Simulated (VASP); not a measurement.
Ti:

```xyz
1
Lattice="-1.6410 1.6410 1.6410 1.6410 -1.6410 1.6410 1.6410 1.6410 -1.6410" Properties=species:S:1:pos:R:3 pbc="T T T"
Ti    0.0000    0.0000    0.0000
```

| Property | Result |
| --- | --- |
| Program | VASP 6.6.1 |
| Task | relaxation of cell and atoms |
| Functional | PBE |
| Dispersion | D4 |
| Potentials or basis | VASP PAW PBE potentials, release 64 (Ti_sv) |
| Cutoff | 600 eV |
| k mesh | 11 × 11 × 11 |
| Occupations | fermi-dirac, width 0.05 eV |
| Spin | no spin polarisation |

At the start: pressure -4.5 GPa; volume 17.68 Å³/atom.

Problem. Where does the relaxation end?

Solution. Over 3 steps the energy falls by 11.5 meV/atom and the volume is 16.89 Å³/atom (-4.4 %); space group Im-3m (No. 229, to 0.05 Å).

The path:
```
step  energy change (eV)  largest force (eV/Å)  pressure (GPa)  volume (Å³)
   1              0.0000                0.0000           -4.49        17.68
   2             -0.0072                0.0000            3.05        16.44
   3             -0.0115                0.0000            0.02        16.89
```

Final structure:
```
Ti
1.0
    -1.61632    1.61632    1.61632
     1.61632   -1.61632    1.61632
     1.61632    1.61632   -1.61632
Ti
1
Direct
  0.00000 0.00000 0.00000
```

Caveat: pairwise dispersion overbinds metals, which lowers pressure and volume.
